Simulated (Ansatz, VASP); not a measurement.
**Fe in VASP and in Ansatz**

Contents of POSCAR:

```
Fe
1.0
    0.0000000000      1.8739521224      1.8739521224
    1.8739521224      0.0000000000      1.8739521224
    1.8739521224      1.8739521224      0.0000000000
Fe
1
Direct
    0.0000000000      0.0000000000      0.0000000000
```

The input INCAR.step1:

```
SYSTEM = Fe
PREC     = Accurate       ! precision mode
ENCUT    = 520            ! plane-wave cutoff, eV
ISMEAR   = -1             ! smearing method
SIGMA    = 0.05           ! smearing width, eV
LREAL    = .FALSE.        ! projectors in reciprocal space
LASPH    = .TRUE.         ! aspherical terms in the spheres
NELM     = 150            ! most SCF steps
ISPIN    = 2              ! spin polarisation
MAGMOM   = 2.936          ! initial moments
LMAXMIX  = 4              ! l up to which the mixer works
NBANDS   = 14             ! bands
GGA      = PE             ! functional
ALGO     = Normal         ! electronic algorithm
EDIFF    = 1E-4           ! SCF threshold, eV
LWAVE    = .TRUE.         ! write WAVECAR
LCHARG   = .FALSE.        ! write CHGCAR
```

INCAR.step2

```
SYSTEM = Fe
PREC     = Accurate       ! precision mode
ENCUT    = 520            ! plane-wave cutoff, eV
EDIFF    = 1E-7           ! SCF threshold, eV
ISMEAR   = -1             ! smearing method
SIGMA    = 0.05           ! smearing width, eV
LREAL    = .FALSE.        ! projectors in reciprocal space
LASPH    = .TRUE.         ! aspherical terms in the spheres
NELM     = 150            ! most SCF steps
ALGO     = Normal         ! electronic algorithm
ISIF     = 2              ! what is computed and relaxed
LWAVE    = .FALSE.        ! write WAVECAR
LCHARG   = .FALSE.        ! write CHGCAR
ISPIN    = 2              ! spin polarisation
MAGMOM   = 2.936          ! initial moments
LORBIT   = 11             ! projections on sites
LMAXMIX  = 4              ! l up to which the mixer works
METAGGA  = R2SCAN         ! meta-GGA
LMIXTAU  = .TRUE.       
NBANDS   = 14             ! bands
ISTART   = 1
```

Contents of KPOINTS:

```
Automatic mesh
0
G
  17 17 17
  0 0 0
```

Input for Ansatz:

```yaml
crystal:
  lattice:
    - [0.0, 1.8739521224, 1.8739521224]
    - [1.8739521224, 0.0, 1.8739521224]
    - [1.8739521224, 1.8739521224, 0.0]
  atoms:
    - { symbol: Fe, position: [0.0, 0.0, 0.0], spin: 2.936 }
hamiltonian:
  xc: r2scan
  pseudopotentials:
    kind: paw
    azcp:
      Fe: "pseudopotentials/Fe.paw.azcp"
basis:
  ecutwfc: 500
  fft_grid_basis: typed
kpoints:
  mp_grid: { grid: [17, 17, 17], shift: [0, 0, 0] }
magnetization:
  spin_polarized: true
scf:
  occupations: { method: fermi_dirac, width: 0.05 }
  lower_state_search: "off"
output:
  stress: true
```

Alike in both runs: task single point; functional r2SCAN; k mesh 17 × 17 × 17; occupations fermi-dirac, width 0.05 eV; collinear spin.

```csv
,VASP,Ansatz
version,VASP 6.6.1,Ansatz 0.2.0
potentials or method,"VASP PAW PBE potentials, release 64 (Fe), cutoff 520 eV","plane waves (500 eV) with PAW, scalar-relativistic"
valence electrons in the cell,8,16
```

Ansatz gave:

| Property | Result |
| --- | --- |
| pressure (GPa) | -10.9 |
| net moment per atom (μB) | 2.91 |
| size of the moment on the site where the two differ most (μB) | 3.04 |

Q: Estimate VASP's values.

A: Pressure (GPa): -11.3; net moment per atom (μB): 2.90; size of the moment on the site where the two differ most (μB): 2.97.

VASP's potentials were made for PBE, not for r2SCAN. Site moments also hang on the region over which each program counts them. With one functional, cell and mesh, what is left measures potentials, basis and numerics. VASP's potentials hold 8 valence electrons a cell and Ansatz's 16, so a difference there can come from the potentials and not from the codes. Ansatz's warnings: stability check not made.
